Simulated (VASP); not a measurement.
# Si2Mo (I4/mmm) in VASP: further runs

Aim: see how the results for Si2Mo move with the level of theory and the settings. Levels: LDA, PBE. Tasks: single point, relaxation of cell and atoms.

Everything below comes from runs of VASP 6.6.1. Logs are shortened: lines on timing, memory, paths and dates and some standing lists are left out, and cuts for length are marked.

### 1 The cell of the first run

Symmetry: I4/mmm, No. 139, tetragonal system. The conventional cell has a = 3.174 Å, b = 3.174 Å, c = 7.778 Å, α = 90.00°, β = 90.00°, γ = 90.00°. Mo (site symmetry 4/mmm) has 10 Si at 2.58 to 2.61 Å and 4 Mo at 3.17 Å within 3.4 Å. Within 3.4 Å of Si (site symmetry 4mm) lie 9 Si at 2.56 to 3.17 Å and 5 Mo at 2.58 to 2.61 Å.

### 2 Single point, LDA

The input, INCAR:

```
  PREC = Accurate
  ENCUT = 520
  EDIFF = 1E-6
  ISMEAR = -1
  SIGMA = 0.05
  LREAL = F
  LASPH = T
  NELM = 80
  ALGO = Normal
  ISIF = 2
  LWAVE = F
  LCHARG = F
  GGA = CA
  NBANDS = 18
```

The input, KPOINTS:

```
Automatic mesh
0
Gamma
  12 12 12
```

The input, POSCAR:

```
Si2Mo
1.0
   -1.5870113918      1.5870113918      3.8891096514
    1.5870113918     -1.5870113918      3.8891096514
    1.5870113918      1.5870113918     -3.8891096514
Mo Si
1 2
Direct
    0.0000000000      0.0000000000      0.0000000000
    0.6648265064      0.6648265064      0.0000000000
    0.3351734936      0.3351734936      0.0000000000
```

Potentials or basis: VASP PAW LDA potentials, release 64 (Mo_sv, Si).

Command:

```
$ cat potpaw_LDA.64/Mo_sv/POTCAR potpaw_LDA.64/Si/POTCAR > POTCAR
$ mpirun -np 1 vasp_std > vasp.out
```

OUTCAR:

```text
PREC = Accurate
   ENCUT = 520
   EDIFF = 1E-6
   ISMEAR = -1
   LREAL = F
   LASPH = T
   NELM = 80
   ISIF = 2
   GGA = CA

 ion  position               nearest neighbor table
   1  0.000  0.000  0.000-   2 2.58   2 2.58   2 2.58   3 2.58   2 2.58   3 2.58   3 2.58   3 2.58
                             2 2.61   3 2.61
   2  0.665  0.665  0.000-   3 2.56   1 2.58   1 2.58   1 2.58   1 2.58   3 2.61   3 2.61   3 2.61
                             3 2.61   1 2.61
   3  0.335  0.335  0.000-   2 2.56   1 2.58   1 2.58   1 2.58   1 2.58   2 2.61   2 2.61   2 2.61
                             2 2.61   1 2.61

  LATTYP: Found a body centered tetragonal cell.
 ALAT       =     3.1740227836
 C/A-ratio  =     2.4505871045

  Lattice vectors:

 A1 = (  -1.5870113918,   1.5870113918,   3.8891096514)
 A2 = (   1.5870113918,  -1.5870113918,   3.8891096514)
 A3 = (   1.5870113918,   1.5870113918,  -3.8891096514)

Analysis of symmetry for initial positions (statically):
=====================================================================
 Subroutine PRICEL returns:
 Original cell was already a primitive cell.

 Routine SETGRP: Setting up the symmetry group for a
 body centered tetragonal supercell.

 Subroutine GETGRP returns: Found 16 space group operations
 (whereof 16 operations were pure point group operations)
 out of a pool of 16 trial point group operations.

The static configuration has the point symmetry D_4h.

Analysis of symmetry for dynamics (positions and initial velocities):
=====================================================================
 Subroutine PRICEL returns:
 Original cell was already a primitive cell.

 Routine SETGRP: Setting up the symmetry group for a
 body centered tetragonal supercell.

 Subroutine GETGRP returns: Found 16 space group operations
 (whereof 16 operations were pure point group operations)
 out of a pool of 16 trial point group operations.

The dynamic configuration has the point symmetry D_4h.

 Subroutine INISYM returns: Found 16 space group operations
 (whereof 16 operations are pure point group operations),
 and found     1 'primitive' translations

----------------------------------------------------------------------------------------

                                     Primitive cell

  volume of cell :      39.1805
[... 87 lines left out ...]
   LSORBIT =      F    spin-orbit coupling
   LASPH  =      T    aspherical Exc in radial PAW
   ENCUT  =  520.0 eV  38.22 Ry    6.18 a.u.   8.35  8.35  8.35*2*pi/ulx,y,z
   NELM   =     80;   NELMIN=  2; NELMDL= -5     # of ELM steps
   EDIFF  = 0.1E-05   stopping-criterion for ELM
   LREAL  =      F    real-space projection
   EDIFFG = 0.1E-04   stopping-criterion for IOM
   NSW    =      0    number of steps for IOM
   IBRION =     -1    ionic relax: 0-MD 1-quasi-New 2-CG
   NFREE  =      0    steps in history (QN), initial steepest desc. (CG)
   ISIF   =      2    stress and relaxation
   ISYM   =      2    0-nonsym 1-usesym 2-fastsym
   POTIM  = 0.5000    time-step for ionic-motion
   TEBEG  =    0.0;   TEEND  =   0.0 temperature during run
   PSTRESS=    0.0 pullay stress
   NELECT =      22.0000    total number of electrons
   NUPDOWN=      -1.0000    fix difference up-down
   EMIN   =  10.00;   EMAX   =-10.00  energy-range for DOS
   EFERMI =   0.00;   METHOD = LEGACY
   ISMEAR =    -1;   SIGMA  =   0.05  broadening in eV -4-tet -1-fermi 0-gaus
   EFERMI_NEDOS =   21; number of points for ismear=-14 and -15
   IALGO  =     38    algorithm
   IMIX   =      4    mixing-type and parameters
     AMIX     =   0.40;   BMIX     =  1.00
     AMIX_MAG =   1.60;   BMIX_MAG =  1.00
  volume/ion in A,a.u.               =      13.06        88.13
  Fermi-wavevector in a.u.,A,eV,Ry     =   1.350597  2.552257 24.818537  1.824111
  Thomas-Fermi vector in A             =   2.478088
   LORBIT       =      0    0 simple, 1 ext, 2 COOP (PROOUT), +10 PAW based schemes
   GGA     = CA    functional components
   LHFCALC =     F    Hartree Fock is set to
   AEXX    =    0.0000 exact exchange contribution
   IVDW    =     0    specifies the selected vdW correction
   LEPSILON=     F    determine dielectric tensor
   LRPA    =     F    only Hartree local field effects (RPA)
 non-spin polarized calculation
  energy-cutoff  :      520.00
  volume of cell :       39.18
 maximum number of plane-waves:      1079
 NGX is ok and might be reduce to    36
   NGX = 17   NGY = 17   NGZ = 17

 number of electron      22.0000000 magnetization

 Free energy of the ion-electron system (eV)
  ---------------------------------------------------
  ext. energy  EPLUGINS =         0.00000000
  ---------------------------------------------------
  free energy    TOTEN  =       -25.81941796 eV

  energy without entropy =      -25.81701912  energy(sigma->0) =      -25.81821854

 E-fermi :  12.5807     XC(G=0): -12.6774

 val. band max:       12.5379726011   @ k =  -0.4167   0.5000   0.3333
 cond. band min:      12.5887451250   @ k =   0.0833  -0.0000   0.0000
 fundamental gap:      0.0507725239
 Fermi energy:        12.5806868066

 k-point     1 :       0.0000    0.0000    0.0000
  band No.  band energies     occupation
      1     -47.7412      2.00000
      2     -22.1047      2.00000
      3     -22.0090      2.00000
      4     -22.0090      2.00000
      5      -0.9694      2.00000
      6       6.0583      2.00000
[... 481 lines left out ...]
      5       2.0180      2.00000
      6       4.5447      2.00000
[... 10 lines left out ...]
     17      20.0400      0.00000
     18      20.9903      0.00000

 [... further k-points ...]

------------------------ aborting loop because EDIFF is reached ----------------------------------------

  FORCE on cell =-STRESS in cart. coord.  units (eV):
  Direction    XX          YY          ZZ          XY          YZ          ZX
  --------------------------------------------------------------------------------------
  -------------------------------------------------------------------------------------
  Total        0.1492461      0.1492461      0.1538598      0.0000000      0.0000000      0.0000000
  in kB        6.1029996      6.1029996      6.2916648      0.0000000      0.0000000      0.0000000
  external PRESSURE =       6.1658880 kB  Pullay stress =       0.0000000 kB

 VOLUME and BASIS-vectors are now :
 -----------------------------------------------------------------------------
  energy-cutoff  :      520.00
  volume of cell :       39.18
      direct lattice vectors                 reciprocal lattice vectors
    -1.587011392  1.587011392  3.889109651     0.000000000  0.315057600  0.128564130
     1.587011392 -1.587011392  3.889109651     0.315057600  0.000000000  0.128564130
     1.587011392  1.587011392 -3.889109651     0.315057600  0.315057600  0.000000000

 POSITION                                       TOTAL-FORCE (eV/Angst)
 -----------------------------------------------------------------------------------
      0.00000      0.00000      0.00000        -0.000000     -0.000000     -0.000000
      0.00000      0.00000      5.17117         0.000000      0.000000      0.006099
      0.00000      0.00000      2.60705        -0.000000     -0.000000     -0.006099
 -----------------------------------------------------------------------------------
    total drift:                               -0.000000     -0.000000      0.000000

  FREE ENERGIE OF THE ION-ELECTRON SYSTEM (eV)
  ---------------------------------------------------
  free  energy   TOTEN  =       -25.8194179619 eV

  energy  without entropy=      -25.8170191221  energy(sigma->0) =      -25.81821854
```

stdout:

```text
POSCAR found type information on POSCAR MoSi
 POSCAR found :  2 types and       3 ions
 scaLAPACK will be used
 LDA part: xc-table for (Slater(with rela. corr.)+CA(PZ))
 , standard interpolation
 POSCAR, INCAR and KPOINTS ok, starting setup
 FFT: planning ... GRIDC
 FFT: planning ... GRID_SOFT
 FFT: planning ... GRID
 WAVECAR not read
 entering main loop
```

Wall time 3.3 min (1 thread of Intel Xeon Platinum 8259CL at 2.50GHz (Skylake/Cascade Lake), shared host); peak memory 0.24 GiB.

What came out:

```yaml
Free_energy: -25.8194 eV
Pressure: 0.6 GPa
Largest_force: 0.006 eV/Å
Band_gap_on_the_k_mesh: zero (bands 11 and 12 overlap by 0.94 eV)
```

Forces on the atoms (eV/Å):
```
Mo   0.000  0.000  0.000
Si   0.000  0.000  0.006
Si   0.000  0.000 -0.006
```

Levels at points of the mesh, in eV from the Fermi level:
```csv
k point,band 8,band 9,band 10,band 11,band 12,band 13,band 14,band 15
"(0.00, 0.00, 0.00)",-3.19,-2.67,-2.67,0.40,3.19,3.30,3.60,3.60
"(0.50, 0.00, 0.00)",-4.50,-2.66,-2.64,-0.52,2.33,3.16,4.25,4.26
"(0.50, 0.50, 0.00)",-5.16,-4.50,-3.14,-1.15,2.38,2.83,3.24,3.45
"(0.50, 0.50, 0.50)",-2.25,-0.59,-0.59,-0.44,-0.44,0.54,4.81,5.34
```

(Continued in part 2 of 2.)
